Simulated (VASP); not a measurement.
Runs of VASP 6.6.1 on PbO2. The structure is that of space group P4_2/mnm (No. 136), or close to it. The cells are those of the table. 

```csv
task,cell,smearing,pressure (GPa),relaxed volume (Å³/atom)
relaxation of shape and atoms at fixed volume,"relaxed from a = 4.884, b = 4.884, c = 3.392 Å, 6 atoms",gaussian 0.1 eV,13.3,-
relaxation of cell and atoms,"relaxed from a = 5.081, b = 5.081, c = 3.443 Å, 6 atoms",gaussian 0.1 eV,0.0,(a)
relaxation of cell and atoms,"relaxed from a = 5.068, b = 5.068, c = 3.450 Å, 6 atoms",gaussian 0.01 eV,0.0,14.82
relaxation of shape and atoms at fixed volume,"relaxed from a = 4.810, b = 4.810, c = 3.382 Å, 6 atoms",gaussian 0.1 eV,19.7,-
```

Alike in all rows: level PBE; potentials or basis VASP PAW PBE potentials, release 64 (Pb_d, O); no spin polarisation; k mesh 8 × 8 × 10; cutoff (eV) 600.

Q: Estimate the missing entries.

A: (a) 14.83.
